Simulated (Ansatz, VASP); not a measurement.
**BPb2 in VASP and in Ansatz**

```
B Pb
1.0
     5.56423    0.00000    0.00000
     0.00000    6.54849    0.00000
     0.00000    0.00000    3.89883
B Pb
2 4
Direct
  0.50000 0.50000 0.50000
  0.00000 0.00000 0.00000
  0.26073 0.85770 0.50000
  0.76073 0.64230 0.00000
  0.73927 0.14230 0.50000
  0.23927 0.35770 0.00000
```

Alike in both runs: functional PBE; k mesh 6 × 6 × 10; occupations gaussian, width 0.1 eV; no spin polarisation.

Ansatz relaxed the structure, and its values are those at the end. VASP's run is a single point on that final structure, the one shown.

```csv
,VASP,Ansatz
version,VASP 6.6.1,Ansatz 0.2.0
potentials or method,"VASP PAW PBE potentials, release 64 (B, Pb_d), cutoff 520 eV","scalar-relativistic, plane waves, PAW"
valence electrons in the cell,62,62
```

```tsv
	VASP	Ansatz	Ansatz less VASP
gap on the k mesh at the Fermi level (eV)	none	none	-
pressure (GPa)	0.0	0.0	+0.04
```

A gap of «none» marks a metal or a gap that the smearing closes. With one functional, cell and mesh, what is left measures potentials, basis and numerics.

Neither program's run includes spin-orbit coupling.
